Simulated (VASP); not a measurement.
WS2, a slab with vacuum:

```
W S
1.0
     3.18312    0.00000    0.00000
    -1.59156    2.75666    0.00000
     0.00000    0.00000   35.18056
W S
4 8
Direct
  0.33333 0.66667 0.59232
  0.33333 0.66667 0.22340
  0.66667 0.33333 0.77660
  0.66667 0.33333 0.40768
  0.33333 0.66667 0.82115
  0.33333 0.66667 0.45202
  0.66667 0.33333 0.63662
  0.66667 0.33333 0.26774
  0.33333 0.66667 0.73226
  0.33333 0.66667 0.36338
  0.66667 0.33333 0.54798
  0.66667 0.33333 0.17885
```

Base run:

* Program: VASP 6.6.1
* Functional: BLYP
* Potentials or basis: VASP PAW PBE potentials, release 64 (W_sv, S)
* Cutoff: 520 eV
* k mesh: 7 × 7 × 1
* Occupations: fermi-dirac, width 0.05 eV
* Spin: no spin polarisation

Its results: band gap on the k mesh 1.42 eV, indirect (least direct gap 2.37 eV); largest force 0.704 eV/Å.

Problem. The run is repeated on the same cell with these changes: functional from BLYP to RPBE. What comes out?

Solution. Band gap on the k mesh 1.47 eV, indirect (least direct gap 2.38 eV); largest force 0.322 eV/Å.

Caveats: the PAW data sets were made with another functional, which shifts forces and pressure a little; spin-orbit coupling is left out, which moves the levels of the heavy elements.

A k mesh can miss the band edges.
